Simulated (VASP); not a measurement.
Wanted: the native input for a VASP 6.6.1 run.

| Quantity | Value |
| --- | --- |
| Task | single point |
| Functional | PBEsol |
| Potentials or basis | VASP PAW PBE potentials, release 64 (Sn_d, Se) |
| Cutoff | 520 eV |
| k mesh | 6 × 6 × 6 |
| Occupations | gaussian, width 0.01 eV |
| Spin | no spin polarisation |
| Dipole correction | no |
| Further INCAR settings | ALGO = Normal; EDIFF = 1e-07; NBANDS = 17 |

The structure of SnSe lies in POSCAR:

```
SnSe
1.0
    0.0000000000      2.9897980490      2.9897980490
    2.9897980490      0.0000000000      2.9897980490
    2.9897980490      2.9897980490      0.0000000000
Sn Se
1 1
Direct
    0.0000000000      0.0000000000      0.0000000000
    0.5000000000      0.5000000000      0.5000000000
```

These files were run (other wordings do the same):

INCAR

```
SYSTEM = SnSe
PREC     = Accurate       ! precision mode
ENCUT    = 520            ! plane-wave cutoff, eV
EDIFF    = 1E-7           ! SCF threshold, eV
ISMEAR   = 0              ! smearing method
SIGMA    = 0.01           ! smearing width, eV
LREAL    = .FALSE.        ! projectors in reciprocal space
LASPH    = .TRUE.         ! aspherical terms in the spheres
NELM     = 100            ! most SCF steps
ALGO     = Normal         ! electronic algorithm
ISIF     = 2              ! what is computed and relaxed
LWAVE    = .FALSE.        ! write WAVECAR
LCHARG   = .FALSE.        ! write CHGCAR
GGA      = PS             ! functional
NBANDS   = 17             ! bands
```

KPOINTS

```
Automatic mesh
0
G
  6 6 6
  0 0 0
```

Potentials or basis: VASP PAW PBE potentials, release 64 (Sn_d, Se).

Run with:

```sh
$ cat potpaw_PBE.64/Sn_d/POTCAR potpaw_PBE.64/Se/POTCAR > POTCAR
$ mpirun -np 1 vasp_std > vasp.out
```

Results of the run:

```
Pressure               : -1.3 GPa
Band gap on the k mesh : 0.74 eV, direct
```

Caveat: the PAW data sets were made with another functional, which shifts forces and pressure a little; spin-orbit coupling is left out, which moves the levels of the heavy elements.

It took 12 s on 1 thread of Intel Xeon 8259CL, on a shared host, peak memory 0.18 GiB.
